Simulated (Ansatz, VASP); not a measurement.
## Sb: VASP beside Ansatz

The input INCAR:

```
SYSTEM = Sb
ALGO     = Normal         ! electronic algorithm
EDIFF    = 1E-6           ! SCF threshold, eV
ENCUT    = 520            ! plane-wave cutoff, eV
GGA      = PS             ! functional
ISIF     = 2              ! what is computed and relaxed
ISMEAR   = 0              ! smearing method
LASPH    = .TRUE.         ! aspherical terms in the spheres
LCHARG   = .FALSE.        ! write CHGCAR
LREAL    = .FALSE.        ! projectors in reciprocal space
LWAVE    = .FALSE.        ! write WAVECAR
NBANDS   = 8              ! bands
NELM     = 60             ! most SCF steps
PREC     = Accurate       ! precision mode
SIGMA    = 0.15           ! smearing width, eV
```

The input KPOINTS:

```
k-points
0
G
  16 16 16
  0 0 0
```

File POSCAR:

```
Sb
1.0
    3.1600000000      0.0000000000      0.0000000000
    0.0000000000      3.1600000000      0.0237000000
    0.0000000000      0.0237000000      3.1600000000
Sb
1
Direct
    0.0000000000      0.0000000000      0.0000000000
```

Input for Ansatz:

```yaml
crystal:
  lattice:
    - [3.16, 0.0, 0.0]
    - [0.0, 3.16, 0.0237]
    - [0.0, 0.0237, 3.16]
  atoms:
    - { symbol: Sb, position: [0.0, 0.0, 0.0] }
basis:
  ecutwfc: 420
kpoints:
  mp_grid: { grid: [16, 16, 16] }
hamiltonian:
  xc: pbesol
scf:
  occupations: { method: gaussian, width: 0.15 }
output:
  forces: true
  stress: true
  eigenvalues: true
```

Change from the starting cell: strain +0.0150 x Voigt [0, 0, 0, 1, 0, 0], atoms carried along.

Alike in both runs: task single point; functional PBEsol; k mesh 16 × 16 × 16; occupations gaussian, width 0.15 eV; no spin polarisation.

```csv
,VASP,Ansatz
version,VASP 6.6.1,Ansatz 0.2.0
potentials or method,"VASP PAW PBE potentials, release 64 (Sb), cutoff 520 eV","scalar-relativistic, plane waves, PAW"
valence electrons in the cell,5,15
```

|  | VASP | Ansatz | Ansatz less VASP |
| --- | --- | --- | --- |
| gap on the k mesh at the Fermi level (eV) | none | none | - |
| pressure (GPa) | -4.9 | -4.9 | -0.03 |
| traceless stress, the component that is largest in VASP (GPa) | -0.24 | -0.24 | -0.001 |

VASP's potentials were made for PBE, not for PBEsol. A gap of «none» marks a metal or a gap that the smearing closes. VASP's potentials hold 5 valence electrons a cell and Ansatz's 15, so a difference there can come from the potentials and not from the codes.

Spin-orbit coupling is off throughout.
